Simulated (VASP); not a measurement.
Set up this calculation in VASP 6.6.1, as the native input.

```
Task                   : electric field gradients
Functional             : PBE
Potentials or basis    : VASP PAW PBE potentials, release 64 (Ti_sv, C)
Cutoff                 : 520 eV
k mesh                 : 16 × 16 × 16
Occupations            : fermi-dirac, width 0.03 eV
Spin                   : no spin polarisation
Dipole correction      : no
Further INCAR settings : ALGO = Normal; EDIFF = 1e-08; NBANDS = 15
```

The structure of TiC lies in POSCAR:

```
TiC
1.0
    0.0216400000      2.1748200000      2.1748200000
    2.1748200000      0.0216400000      2.1748200000
    2.1748200000      2.1748200000      0.0216400000
Ti C
1 1
Direct
    0.0000000000      0.0000000000      0.0000000000
    0.5000000000      0.5000000000      0.5000000000
```

This cell differs from its parent crystal: equal xy, yz and zx shear strains of +1 %.

The input as run:

INCAR

```
SYSTEM = TiC
ALGO = Normal
EDIFF = 1E-8
ENCUT = 520
GGA = PE
ISIF = 2
ISMEAR = -1
LASPH = .True.
LCHARG = .False.
LEFG = .True.
LREAL = .False.
LWAVE = .False.
NBANDS = 15
NELM = 60
PREC = Accurate
SIGMA = 0.03
```

KPOINTS

```
k-points
0
Gamma
  16 16 16
  0 0 0
```

Potentials or basis: VASP PAW PBE potentials, release 64 (Ti_sv, C).

Command:

```bash
$ cat potpaw_PBE.64/Ti_sv/POTCAR potpaw_PBE.64/C/POTCAR > POTCAR
$ mpirun -np 1 vasp_std > vasp.out
```

Results of the run:

```
Pressure               : 1.1 GPa
Band gap on the k mesh : zero (band 8 reaches 10.18 eV, above the bottom of band 9 at 9.09 eV)
```

Caveat: the cell differs from its parent crystal (equal xy, yz and zx shear strains of +1 %); without QUAD_EFG the Cq values of the log hold for a quadrupole moment of 1 mb, not for the nuclei.

Wall time 75 s on 1 thread of Intel(R) Xeon(R) Platinum 8488C (Sapphire Rapids), with other jobs on the host, peak memory 0.24 GiB.
